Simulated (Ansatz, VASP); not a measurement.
InAs in VASP and in Ansatz

```
CELL_PARAMETERS angstrom
0.00000 2.60035 2.82646
2.60035 0.00000 2.82646
2.60035 2.60035 0.00000
ATOMIC_POSITIONS crystal
In 0.50000 0.50000 0.50000
As 0.00000 0.00000 0.00000
```

Change from the starting cell: strain -0.080 along x and y, +0.000 along z, atoms carried along.

Alike in both runs: task single point; functional PBEsol; k mesh 18 × 18 × 18; occupations gaussian, width 0.15 eV; no spin polarisation.

```csv
,VASP,Ansatz
version,VASP 6.6.1,Ansatz 0.2.0
potentials or method,"VASP PAW PBE potentials, release 64 (In_d, As), cutoff 520 eV","scalar-relativistic, plane waves, PAW"
valence electrons in the cell,18,28
```

```csv
,VASP,Ansatz,Ansatz less VASP
gap on the k mesh at the Fermi level (eV),none,none,-
pressure (GPa),19.7,19.3,-0.40
"traceless stress, the component that is largest in VASP (GPa)",-11.78,-11.68,+0.098
```

VASP's potentials were made for PBE, not for PBEsol. A gap of «none» marks a metal or a gap that the smearing closes. VASP's potentials hold 18 valence electrons a cell and Ansatz's 28, so a difference there can come from the potentials and not from the codes.
